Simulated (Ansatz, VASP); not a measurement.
**One calculation of Mg3CrN3, two programs**

Contents of INCAR:

```
ALGO = Normal
EDIFF = 1E-6
ENCUT = 520
GGA = PS
ISIF = 2
ISMEAR = 0
ISPIN = 2
KPAR = 4
LASPH = T
LCHARG = F
LMAXMIX = 4
LORBIT = 11
LREAL = F
LWAVE = F
MAGMOM = 0 0 0 0 0 0 0.85 0.85 0 0 0 0 0 0
NBANDS = 50
NELM = 150
PREC = Accurate
SIGMA = 0.1
```

File KPOINTS:

```
k-points
0
Gamma
  6 6 8
```

The input POSCAR:

```
Mg3CrN3
1.0
    7.2273168568      0.0000000000      0.0000000000
   -3.6136584284      6.2590399992      0.0000000000
    0.0000000000      0.0000000000      4.2449173690
Mg Cr N
6 2 6
Direct
    0.8434426049      0.6644647521      0.2500000000
    0.8210221471      0.1565573951      0.2500000000
    0.3355352479      0.1789778529      0.2500000000
    0.1565573951      0.3355352479      0.7500000000
    0.1789778529      0.8434426049      0.7500000000
    0.6644647521      0.8210221471      0.7500000000
    0.6666666667      0.3333333333      0.7500000000
    0.3333333333      0.6666666667      0.2500000000
    0.8209035087      0.6518167852      0.7500000000
    0.8309132765      0.1790964913      0.7500000000
    0.3481832148      0.1690867235      0.7500000000
    0.1790964913      0.3481832148      0.2500000000
    0.1690867235      0.8209035087      0.2500000000
    0.6518167852      0.8309132765      0.2500000000
```

Input for Ansatz:

```yaml
crystal:
  lattice:
    - [7.2273168568, 0.0, 0.0]
    - [-3.6136584284, 6.2590399992, 0.0]
    - [0.0, 0.0, 4.244917369]
  atoms:
    - { symbol: Mg, position: [0.8434426049, 0.6644647521, 0.25] }
    - { symbol: Mg, position: [0.8210221471, 0.1565573951, 0.25] }
    - { symbol: Mg, position: [0.3355352479, 0.1789778529, 0.25] }
    - { symbol: Mg, position: [0.1565573951, 0.3355352479, 0.75] }
    - { symbol: Mg, position: [0.1789778529, 0.8434426049, 0.75] }
    - { symbol: Mg, position: [0.6644647521, 0.8210221471, 0.75] }
    - { symbol: Cr, position: [0.6666666667, 0.3333333333, 0.75], spin: 0.85 }
    - { symbol: Cr, position: [0.3333333333, 0.6666666667, 0.25], spin: 0.85 }
    - { symbol: "N", position: [0.8209035087, 0.6518167852, 0.75] }
    - { symbol: "N", position: [0.8309132765, 0.1790964913, 0.75] }
    - { symbol: "N", position: [0.3481832148, 0.1690867235, 0.75] }
    - { symbol: "N", position: [0.1790964913, 0.3481832148, 0.25] }
    - { symbol: "N", position: [0.1690867235, 0.8209035087, 0.25] }
    - { symbol: "N", position: [0.6518167852, 0.8309132765, 0.25] }
basis:
  ecutwfc: 420
kpoints:
  mp_grid: { grid: [6, 6, 8] }
hamiltonian:
  xc: pbesol
scf:
  occupations: { method: gaussian, width: 0.1 }
output:
  forces: true
  stress: true
  eigenvalues: true
  populations: true
magnetization:
  spin_polarized: true
```

Alike in both runs: task single point; functional PBEsol; k mesh 6 × 6 × 8; occupations gaussian, width 0.1 eV; collinear spin.

|  | VASP | Ansatz |
| --- | --- | --- |
| version | VASP 6.6.1 | Ansatz 0.2.0 |
| potentials or method | VASP PAW PBE potentials, release 64 (Mg, Cr_pv, N), cutoff 520 eV | scalar-relativistic, plane waves, PAW |
| valence electrons in the cell | 66 | 118 |

Ansatz gave:

* gap on the k mesh at the Fermi level (eV): none
* pressure (GPa): -10.6
* traceless stress, the component that is largest in VASP (GPa): 11.24
* rms of the force components (eV/Å): 1.347
* net moment per atom (μB): 0.23
* size of the moment on the site where the two differ most (μB): 1.51

Q: What did VASP give for the same quantities?

A: gap on the k mesh at the Fermi level (eV): none; pressure (GPa): -10.7; traceless stress, the component that is largest in VASP (GPa): 11.15; rms of the force components (eV/Å): 1.341; net moment per atom (μB): 0.22; size of the moment on the site where the two differ most (μB): 1.78.

VASP's potentials were made for PBE, not for PBEsol. Site moments also hang on the region over which each program counts them. Atom by atom the forces differ by 0.008 eV/Å (rms over components). A gap of «none» marks a metal or a gap that the smearing closes. VASP's potentials hold 66 valence electrons a cell and Ansatz's 118, so a difference there can come from the potentials and not from the codes.
